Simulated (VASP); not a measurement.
# BP (P4/mmm) in VASP: a series of runs

Runs on BP. Level: PBE. Tasks: single point.

Everything below comes from runs of VASP 6.6.1. Logs are shortened: lines on timing, memory, paths and dates and some standing lists are left out, and cuts for length are marked.

### 1 The cell of the first run

The structure is tetragonal, space group P4/mmm (No. 123). Conventional cell: a = 2.632 Å, b = 2.632 Å, c = 2.894 Å, α = 90.00°, β = 90.00°, γ = 90.00°. Within 3.1 Å of B (site symmetry 4/mmm) lie 8 P at 2.36 Å and 6 B at 2.63 to 2.89 Å. Within 3.1 Å of P (site symmetry 4/mmm) lie 8 B at 2.36 Å and 6 P at 2.63 to 2.89 Å.

### 2 Single point, PBE

INCAR

```
PREC     = Accurate       # precision mode
ENCUT    = 520            # plane-wave cutoff, eV
EDIFF    = 1E-6           # SCF threshold, eV
ISMEAR   = 0              # smearing method
SIGMA    = 0.1            # smearing width, eV
LREAL    = False          # projectors in reciprocal space
LASPH    = True           # aspherical terms in the spheres
NELM     = 100            # most SCF steps
ALGO     = Normal         # electronic algorithm
ISIF     = 2              # what is computed and relaxed
LWAVE    = False          # write WAVECAR
LCHARG   = True           # write CHGCAR
GGA      = PE             # functional
LELF     = True           # ELF
LVHAR    = True         
NBANDS   = 11             # bands
```

KPOINTS

```
Automatic mesh
0
Gamma
  6 6 6
```

POSCAR

```
BP
1.0
    2.6319475368      0.0000000000      0.0000000000
    0.0000000000      2.6319475368      0.0000000000
    0.0000000000      0.0000000000      2.8943167240
B P
1 1
Direct
    0.0000000000      0.0000000000      0.0000000000
    0.5000000000      0.5000000000      0.5000000000
```

Potentials or basis: VASP PAW PBE potentials, release 64 (B, P).

The run is started by

```sh
$ cat potpaw_PBE.64/B/POTCAR potpaw_PBE.64/P/POTCAR > POTCAR
$ mpirun -np 1 vasp_std > vasp.out
```

OUTCAR:

```text
PREC = Accurate
   ENCUT = 520
   EDIFF = 1E-6
   ISMEAR = 0
   LREAL = False
   LASPH = True
   NELM = 100
   ISIF = 2
   GGA = PE

 ion  position               nearest neighbor table
   1  0.000  0.000  0.000-   2 2.36   2 2.36   2 2.36   2 2.36   2 2.36   2 2.36   2 2.36   2 2.36

   2  0.500  0.500  0.500-   1 2.36   1 2.36   1 2.36   1 2.36   1 2.36   1 2.36   1 2.36   1 2.36

  LATTYP: Found a simple tetragonal cell.
 ALAT       =     2.6319475368
 C/A-ratio  =     1.0996863287

  Lattice vectors:

 A1 = (   2.6319475368,   0.0000000000,   0.0000000000)
 A2 = (   0.0000000000,   2.6319475368,   0.0000000000)
 A3 = (   0.0000000000,   0.0000000000,   2.8943167240)

Analysis of symmetry for initial positions (statically):
=====================================================================
 Subroutine PRICEL returns:
 Original cell was already a primitive cell.

 Routine SETGRP: Setting up the symmetry group for a
 simple tetragonal supercell.

 Subroutine GETGRP returns: Found 16 space group operations
 (whereof 16 operations were pure point group operations)
 out of a pool of 16 trial point group operations.

The static configuration has the point symmetry D_4h.

Analysis of symmetry for dynamics (positions and initial velocities):
=====================================================================
 Subroutine PRICEL returns:
 Original cell was already a primitive cell.

 Routine SETGRP: Setting up the symmetry group for a
 simple tetragonal supercell.

 Subroutine GETGRP returns: Found 16 space group operations
 (whereof 16 operations were pure point group operations)
 out of a pool of 16 trial point group operations.

The dynamic configuration has the point symmetry D_4h.

 Subroutine INISYM returns: Found 16 space group operations
 (whereof 16 operations are pure point group operations),
 and found     1 'primitive' translations

----------------------------------------------------------------------------------------

                                     Primitive cell

  volume of cell :      20.0494

  direct lattice vectors                    reciprocal lattice vectors
     2.631947537  0.000000000  0.000000000     0.379946783  0.000000000  0.000000000
     0.000000000  2.631947537  0.000000000     0.000000000  0.379946783  0.000000000
     0.000000000  0.000000000  2.894316724     0.000000000  0.000000000  0.345504689

  length of vectors
     2.631947537  2.631947537  2.894316724     0.379946783  0.379946783  0.345504689

  position of ions in fractional coordinates (direct lattice)
     0.000000000  0.000000000  0.000000000
     0.500000000  0.500000000  0.500000000

  ion indices of the primitive-cell ions
   primitive index   ion index
                 1           1
                 2           2

----------------------------------------------------------------------------------------

 KPOINTS: Automatic mesh

Automatic generation of k-mesh.
 Grid dimensions read from file:
 generate k-points for:    6    6    6

 Generating k-lattice:

  Cartesian coordinates                     Fractional coordinates (reciprocal lattice)
     0.063324464  0.000000000  0.000000000     0.166666667  0.000000000  0.000000000
     0.000000000  0.063324464  0.000000000     0.000000000  0.166666667  0.000000000
     0.000000000  0.000000000  0.057584115     0.000000000  0.000000000  0.166666667

  Length of vectors
     0.063324464  0.063324464  0.057584115

  Shift w.r.t. Gamma in fractional coordinates (k-lattice)
     0.000000000  0.000000000  0.000000000

 Subroutine IBZKPT returns following result:
 ===========================================

 Found     40 irreducible k-points:

 Following reciprocal coordinates:
            Coordinates               Weight
  0.000000  0.000000  0.000000      1.000000
  0.166667  0.000000  0.000000      4.000000
  0.333333  0.000000  0.000000      4.000000
  0.500000  0.000000  0.000000      2.000000
  0.166667  0.166667  0.000000      4.000000
  0.333333  0.166667  0.000000      8.000000
[... 16 lines left out ...]
  0.333333  0.000000  0.333333      8.000000
  0.500000  0.000000  0.333333      4.000000
 [... further k-points ...]
   k-points           NKPTS =     40   k-points in BZ     NKDIM =     40   number of bands    NBANDS=     11
   number of dos      NEDOS =    301   number of ions     NIONS =      2
   total plane-waves  NPLWV =   9600
   dimension x,y,z NGX =    20 NGY =   20 NGZ =   24
   dimension x,y,z NGXF=    40 NGYF=   40 NGZF=   48
   ions per type =               1   1
   NGX,Y,Z   is equivalent  to a cutoff of  12.63, 12.63, 13.79 a.u.
   NGXF,Y,Z  is equivalent  to a cutoff of  25.27, 25.27, 27.57 a.u.
 SYSTEM =  unknown system
   PREC   = accura    normal or accurate (medium, high low for compatibility)
   ISTART =      0    job   : 0-new  1-cont  2-samecut
   ICHARG =      2    charge: 1-file 2-atom 10-const
   ISPIN  =      1    spin polarized calculation?
   LNONCOLLINEAR =      F non collinear calculations
   LSORBIT =      F    spin-orbit coupling
   LASPH  =      T    aspherical Exc in radial PAW
   ENCUT  =  520.0 eV  38.22 Ry    6.18 a.u.   4.89  4.89  5.38*2*pi/ulx,y,z
   NELM   =    100;   NELMIN=  2; NELMDL= -5     # of ELM steps
   EDIFF  = 0.1E-05   stopping-criterion for ELM
   LREAL  =      F    real-space projection
   EDIFFG = 0.1E-04   stopping-criterion for IOM
   NSW    =      0    number of steps for IOM
   IBRION =     -1    ionic relax: 0-MD 1-quasi-New 2-CG
   NFREE  =      0    steps in history (QN), initial steepest desc. (CG)
   ISIF   =      2    stress and relaxation
   ISYM   =      2    0-nonsym 1-usesym 2-fastsym
   POTIM  = 0.5000    time-step for ionic-motion
   TEBEG  =    0.0;   TEEND  =   0.0 temperature during run
   PSTRESS=    0.0 pullay stress
   NELECT =       8.0000    total number of electrons
   NUPDOWN=      -1.0000    fix difference up-down
   EMIN   =  10.00;   EMAX   =-10.00  energy-range for DOS
   EFERMI =   0.00;   METHOD = LEGACY
   ISMEAR =     0;   SIGMA  =   0.10  broadening in eV -4-tet -1-fermi 0-gaus
   EFERMI_NEDOS =   21; number of points for ismear=-14 and -15
   IALGO  =     38    algorithm
   IMIX   =      4    mixing-type and parameters
     AMIX     =   0.40;   BMIX     =  1.00
     AMIX_MAG =   1.60;   BMIX_MAG =  1.00
  volume/ion in A,a.u.               =      10.02        67.65
  Fermi-wavevector in a.u.,A,eV,Ry     =   1.205234  2.277562 19.763668  1.452589
  Thomas-Fermi vector in A             =   2.340936
   LORBIT       =      0    0 simple, 1 ext, 2 COOP (PROOUT), +10 PAW based schemes
   GGA     = PE    functional components
   LHFCALC =     F    Hartree Fock is set to
   AEXX    =    0.0000 exact exchange contribution
   IVDW    =     0    specifies the selected vdW correction
   LEPSILON=     F    determine dielectric tensor
   LRPA    =     F    only Hartree local field effects (RPA)
 non-spin polarized calculation
 Gauss-broadening in eV      SIGMA  =   0.10
  energy-cutoff  :      520.00
  volume of cell :       20.05
 maximum number of plane-waves:       556
 NGX is ok and might be reduce to    20
   NGX =  9   NGY =  9   NGZ = 11

 number of electron       8.0000001 magnetization

 Free energy of the ion-electron system (eV)
  ---------------------------------------------------
  ext. energy  EPLUGINS =         0.00000000
  ---------------------------------------------------
  free energy    TOTEN  =        -9.23841820 eV

  energy without entropy =       -9.23442262  energy(sigma->0) =       -9.23642041

 E-fermi :  10.3507     XC(G=0): -12.1078

 val. band max:       10.1734301919   @ k =   0.1667   0.1667   0.5000
 cond. band min:      10.3539279417   @ k =   0.5000   0.5000   0.3333
 fundamental gap:      0.1804977498
 Fermi energy:        10.3506656949

 k-point     1 :       0.0000    0.0000    0.0000
  band No.  band energies     occupation
      1      -7.0841      2.00000
      2       7.1468      2.00000
      3      10.0292      1.99999
      4      10.0292      1.99999
      5      10.9361      0.00000
      6      15.0749      0.00000
      7      15.2754      0.00000
      8      20.6709      0.00000
      9      20.9962      0.00000
     10      20.9962      0.00000
     11      27.3444      0.00000

 k-point     2 :       0.1667    0.0000    0.0000
  band No.  band energies     occupation
      1      -6.5434      2.00000
      2       6.2908      2.00000
      3       7.6727      2.00000
      4      10.5301      0.01117
      5      11.4368      0.00000
      6      15.6834      0.00000
      7      18.7902      0.00000
      8      18.8512      0.00000
      9      20.0237      0.00000
     10      20.5287      0.00000
     11      27.3803      0.00000

 k-point     3 :       0.3333    0.0000    0.0000
  band No.  band energies     occupation
      1      -4.9545      2.00000
      2       1.7689      2.00000
      3       9.2359      2.00000
      4      12.0038      0.00000
      5      12.6323      0.00000
      6      15.1761      0.00000
      7      16.8885      0.00000
      8      17.3397      0.00000
      9      17.3995      0.00000
     10      25.1657      0.00000
     11      26.3108      0.00000

 k-point     4 :       0.5000    0.0000    0.0000
  band No.  band energies     occupation
      1      -3.0364      2.00000
      2      -1.1635      2.00000
      3      11.6021      0.00000
      4      11.9873      0.00000
      5      14.0042      0.00000
      6      14.0100      0.00000
      7      14.8141      0.00000
      8      15.2707      0.00000
      9      18.3896      0.00000
     10      22.7531      0.00000
     11      28.6229      0.00000
[... 239 lines left out ...]
 k-point    22 :       0.1667    0.0000    0.3333
  band No.  band energies     occupation
      1      -4.8558      2.00000
      2       0.9396      2.00000
      3       7.9590      2.00000
      4      12.1669      0.00000
      5      12.8775      0.00000
      6      15.9755      0.00000
      7      16.6790      0.00000
      8      19.2373      0.00000
      9      20.2505      0.00000
     10      23.1226      0.00000
     11      26.0941      0.00000

 k-point    23 :       0.3333    0.0000    0.3333
  band No.  band energies     occupation
      1      -3.2467      2.00000
      2       2.4598      2.00000
      3       3.4449      2.00000
      4       8.7036      2.00000
      5      13.5273      0.00000
      6      16.8616      0.00000
      7      17.1091      0.00000
      8      19.4912      0.00000
      9      21.9946      0.00000
     10      23.6772      0.00000
     11      26.1695      0.00000

 k-point    24 :       0.5000    0.0000    0.3333
  band No.  band energies     occupation
      1      -1.2378      2.00000
      2       0.4043      2.00000
      3       4.4929      2.00000
      4       5.7539      2.00000
      5      15.1679      0.00000
      6      15.8481      0.00000
      7      18.5372      0.00000
      8      18.5445      0.00000
      9      22.5144      0.00000
     10      23.7191      0.00000
     11      24.3177      0.00000

 [... further k-points ...]
[... 5 lines left out ...]
  --------------------------------------------------------------------------------------
  -------------------------------------------------------------------------------------
  Total       -0.0280175     -0.0280175     -0.0381817      0.0000000      0.0000000      0.0000000
  in kB       -2.2389281     -2.2389281     -3.0511599      0.0000000      0.0000000      0.0000000
  external PRESSURE =      -2.5096720 kB  Pullay stress =       0.0000000 kB

 VOLUME and BASIS-vectors are now :
 -----------------------------------------------------------------------------
  energy-cutoff  :      520.00
  volume of cell :       20.05
      direct lattice vectors                 reciprocal lattice vectors
     2.631947537  0.000000000  0.000000000     0.379946783  0.000000000  0.000000000
     0.000000000  2.631947537  0.000000000     0.000000000  0.379946783  0.000000000
     0.000000000  0.000000000  2.894316724     0.000000000  0.000000000  0.345504689

 POSITION                                       TOTAL-FORCE (eV/Angst)
 -----------------------------------------------------------------------------------
      0.00000      0.00000      0.00000         0.000000      0.000000      0.000000
      1.31597      1.31597      1.44716         0.000000      0.000000      0.000000
 -----------------------------------------------------------------------------------
    total drift:                                0.000000      0.000000     -0.000000

  FREE ENERGIE OF THE ION-ELECTRON SYSTEM (eV)
  ---------------------------------------------------
  free  energy   TOTEN  =        -9.2384182006 eV

  energy  without entropy=       -9.2344226202  energy(sigma->0) =       -9.23642041
```

It used 6.5 s of CPU time on 1 thread of AMD EPYC 7R13 Processor (Zen 3), with other jobs on the host.

What came out:

- Free energy: -9.2384 eV
- Pressure: -0.3 GPa
- Band gap on the k mesh: zero (band 4 reaches 13.47 eV, above the bottom of band 5 at 6.92 eV)

Stress tensor (GPa, compression positive):
```
-0.22  0.00  0.00
 0.00 -0.22  0.00
 0.00  0.00 -0.31
```

Caveat: the k points lie up to 0.40 Å⁻¹ apart.

### 3 Single point, PBE

This run uses another cell than the first one, of 14.55 Å³/atom, 1.451 times its volume.

INCAR

```
SYSTEM = BP
ALGO = Normal
EDIFF = 1E-6
ENCUT = 520
GGA = PE
ISIF = 2
ISMEAR = 0
LASPH = .TRUE.
LCHARG = .FALSE.
LREAL = .FALSE.
LWAVE = .FALSE.
NBANDS = 11
NELM = 80
PREC = Accurate
SIGMA = 0.1
```

KPOINTS

```
k-points
0
G
  6 6 6
  0 0 0
```

POSCAR

```
BP
1.0
    2.9704699200      0.0000000000      0.0000000000
    0.0000000000      2.9704699200      0.0000000000
    0.0000000000      0.0000000000      3.2973869900
B P
1 1
Direct
    0.0000000000      0.0000000000      0.0000000000
    0.5000000000      0.5000000000      0.5000000000
```

Potentials or basis: VASP PAW PBE potentials, release 64 (B, P).

The run is started by

```sh
$ cat potpaw_PBE.64/B/POTCAR potpaw_PBE.64/P/POTCAR > POTCAR
$ mpirun -np 1 vasp_std > vasp.out
```

OUTCAR:

```text
SYSTEM = BP
   EDIFF = 1E-6
   ENCUT = 520
   GGA = PE
   ISIF = 2
   ISMEAR = 0
   LASPH = .TRUE.
   LREAL = .FALSE.
   NELM = 80
   PREC = Accurate

 ion  position               nearest neighbor table
   1  0.000  0.000  0.000-
   2  0.500  0.500  0.500-

  LATTYP: Found a simple tetragonal cell.
 ALAT       =     2.9704699200
 C/A-ratio  =     1.1100556743

  Lattice vectors:

 A1 = (   2.9704699200,   0.0000000000,   0.0000000000)
 A2 = (   0.0000000000,   2.9704699200,   0.0000000000)
[... 513 lines left out ...]
      6       9.7943      0.00000
      7      11.4488      0.00000
      8      11.4631      0.00000
      9      16.0026      0.00000
     10      17.7385      0.00000
     11      18.2933      0.00000

 [... further k-points ...]
[... 5 lines left out ...]
  --------------------------------------------------------------------------------------
  -------------------------------------------------------------------------------------
  Total       -3.8601768     -3.8601768     -4.0044237      0.0000000      0.0000000      0.0000000
  in kB     -212.5678326   -212.5678326   -220.5110547      0.0000000      0.0000000      0.0000000
  external PRESSURE =    -215.2155733 kB  Pullay stress =       0.0000000 kB

 VOLUME and BASIS-vectors are now :
 -----------------------------------------------------------------------------
  energy-cutoff  :      520.00
  volume of cell :       29.10
      direct lattice vectors                 reciprocal lattice vectors
     2.970469920  0.000000000  0.000000000     0.336647072  0.000000000  0.000000000
     0.000000000  2.970469920  0.000000000     0.000000000  0.336647072  0.000000000
     0.000000000  0.000000000  3.297386990     0.000000000  0.000000000  0.303270439

 POSITION                                       TOTAL-FORCE (eV/Angst)
 -----------------------------------------------------------------------------------
      0.00000      0.00000      0.00000         0.000000      0.000000      0.000000
      1.48523      1.48523      1.64869         0.000000      0.000000      0.000000
 -----------------------------------------------------------------------------------
    total drift:                               -0.000000     -0.000000     -0.000000

  FREE ENERGIE OF THE ION-ELECTRON SYSTEM (eV)
  ---------------------------------------------------
  free  energy   TOTEN  =        -8.3950917752 eV

  energy  without entropy=       -8.3870520809  energy(sigma->0) =       -8.39107193
```

stdout:

```text
POSCAR found type information on POSCAR B P
 POSCAR found :  2 types and       2 ions
 scaLAPACK will be used
 LDA part: xc-table for (Slater+PW92), standard interpolation
 POSCAR, INCAR and KPOINTS ok, starting setup
 FFT: planning ... GRIDC
 FFT: planning ... GRID_SOFT
 FFT: planning ... GRID
 WAVECAR not read
 entering main loop
```

Run time: 17 s. Hardware: 1 thread of AMD EPYC 7R13 (Zen 3), shared host; peak memory 0.11 GiB.

What came out:

| Quantity | Value |
| --- | --- |
| Free energy | -8.3951 eV |
| Pressure | -21.5 GPa |
| Band gap on the k mesh | zero (band 4 reaches 8.00 eV, above the bottom of band 5 at 3.71 eV) |

Levels at points of the mesh, in eV from the Fermi level:
```
           k point  band 2  band 3  band 4  band 5  band 6  band 7
(0.00, 0.00, 0.00)   -1.99   -1.54    0.20    0.20    5.46    5.93
(0.50, 0.00, 0.00)   -8.31    1.10    1.88    2.15    2.57    3.05
(0.50, 0.50, 0.00)   -5.18   -5.18   -4.31    2.53    3.55    5.01
(0.00, 0.00, 0.50)   -8.79    2.51    2.51    3.24    3.24    3.44
(0.50, 0.00, 0.50)   -5.72   -5.33   -5.08    3.78    4.58    6.43
(0.50, 0.50, 0.50)   -2.76   -2.76   -2.38   -1.79   -1.29   -1.29
```
